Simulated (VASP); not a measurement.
A run of VASP 6.6.1 is set up as follows.

INCAR

```
SYSTEM = SiC
PREC = Accurate ; ENCUT = 520
EDIFF = 1E-7 ; ISMEAR = -1
SIGMA = 0.05 ; LREAL = .False.
LASPH = .True. ; NELM = 100
ALGO = Normal ; ISIF = 2
LWAVE = .False. ; LCHARG = .False.
GGA = CA ; NBANDS = 16
```

Contents of KPOINTS:

```
regular mesh
0
Gamma
  14 14 8
  0 0 0
```

The input POSCAR:

```
SiC
1.0
    3.0563624340      0.0000000000      0.0000000000
   -1.5281812170      2.6468875110      0.0000000000
    0.0000000000      0.0000000000      5.0159022451
Si C
2 2
Direct
    0.3333333333      0.6666666667      0.0045955336
    0.6666666667      0.3333333333      0.5045955336
    0.3333333333      0.6666666667      0.3804044664
    0.6666666667      0.3333333333      0.8804044664
```

Potentials or basis: VASP PAW LDA potentials, release 64 (Si, C).

Launch:

```sh
$ cat potpaw_LDA.64/Si/POTCAR potpaw_LDA.64/C/POTCAR > POTCAR
$ mpirun -np 1 vasp_std > vasp.out
```

Predict the pressure.

0.4 GPa.

What does it give for the band gap on the k mesh?

2.20 eV (least direct gap 3.91 eV).

A k mesh can miss the band edges.
